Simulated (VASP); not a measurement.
**ScPb2: single point with PBE**

ScPb2:

```
Sc Pb
1.0
    -1.90093    1.90093    5.63379
     1.90093   -1.90093    5.63379
     1.90093    1.90093   -5.63379
Sc Pb
1 2
Direct
  0.00000 0.00000 0.00000
  0.65500 0.65500 0.00000
  0.34500 0.34500 0.00000
```

| Quantity | Value |
| --- | --- |
| Program | VASP 6.6.1 |
| Task | single point |
| Functional | PBE |
| Potentials or basis | VASP PAW PBE potentials, release 64 (Sc_sv, Pb_d) |
| Cutoff | 520 eV |
| k mesh | 16 × 16 × 16 |
| Occupations | gaussian, width 0.1 eV |
| Spin | no spin polarisation |
| Dipole correction | no |
| Further INCAR settings | ALGO = Fast; EDIFF = 1e-07; NBANDS = 26 |

The pressure is 0.0 GPa. The largest force is 0.006 eV/Å and the band gap on the k mesh is zero (an odd number of electrons rules out a gap without spin polarisation).

Forces on the atoms (eV/Å):
```
Sc   0.000  0.000  0.000
Pb   0.000  0.000  0.006
Pb   0.000  0.000 -0.006
```

Levels at points of the mesh, in eV from the Fermi level:
| k point | band 16 | band 17 | band 18 | band 19 | band 20 | band 21 | band 22 | band 23 |
| --- | --- | --- | --- | --- | --- | --- | --- | --- |
| (0.00, 0.00, 0.00) | -7.09 | -3.70 | 0.04 | 0.22 | 0.22 | 1.92 | 1.95 | 2.73 |
| (0.50, 0.00, 0.00) | -8.11 | -3.56 | -3.12 | 0.04 | 0.47 | 1.24 | 1.57 | 1.59 |
| (0.50, 0.50, 0.00) | -6.76 | -3.11 | -2.97 | -1.44 | -0.97 | -0.94 | 1.46 | 1.95 |
| (0.50, 0.50, 0.50) | -8.99 | 0.01 | 0.03 | 0.99 | 1.03 | 1.03 | 1.04 | 1.04 |

Wall time 21 min on 1 thread of Intel(R) Xeon(R) 6975P-C (Granite Rapids) (shared host), peak memory 0.85 GiB.

Caveat: spin-orbit coupling is left out, which moves the levels of the heavy elements.
